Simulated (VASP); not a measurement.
Input of a VASP 6.6.1 run:

INCAR

```
ALGO = Fast ; EDIFF = 1E-7
ENCUT = 520 ; GGA = PE
ISIF = 2 ; ISMEAR = 0
IVDW = 12 ; LASPH = True
LCHARG = False ; LREAL = False
LWAVE = False ; NBANDS = 10
NELM = 100 ; PREC = Accurate
SIGMA = 0.15
```

File KPOINTS:

```
k-points
0
Gamma
  24 24 24
```

POSCAR

```
Al
1.0
    0.0000000000     -1.9913628294     -1.9913628294
   -1.9913628294      0.0000000000     -1.9913628294
    1.9913628294      1.9913628294     -3.9827256588
Al
2
Direct
    0.4989127730      0.4989127730      0.5032616811
    0.0010872270      0.0010872270     -0.0032616811
```

Potentials or basis: VASP PAW PBE potentials, release 64 (Al).

The run is started by

```sh
$ cat potpaw_PBE.64/Al/POTCAR > POTCAR
$ mpirun -np 1 vasp_std > vasp.out
```

(1) Predict the pressure.

(2) What does it give for the largest force?

(3) What does it give for the dispersion energy per atom?

(4) Predict the band gap on the k mesh.

## Answers

(1) 0.0 GPa.

(2) 0.179 eV/Å.

(3) -0.352 eV.

(4) zero (band 3 reaches 12.37 eV, above the bottom of band 4 at 6.30 eV).

Caveat: the cell differs from its parent crystal (mode 6 (347.1 1/cm) frozen in, largest displacement +0.015 Å); pairwise dispersion overbinds metals, which lowers pressure and volume.
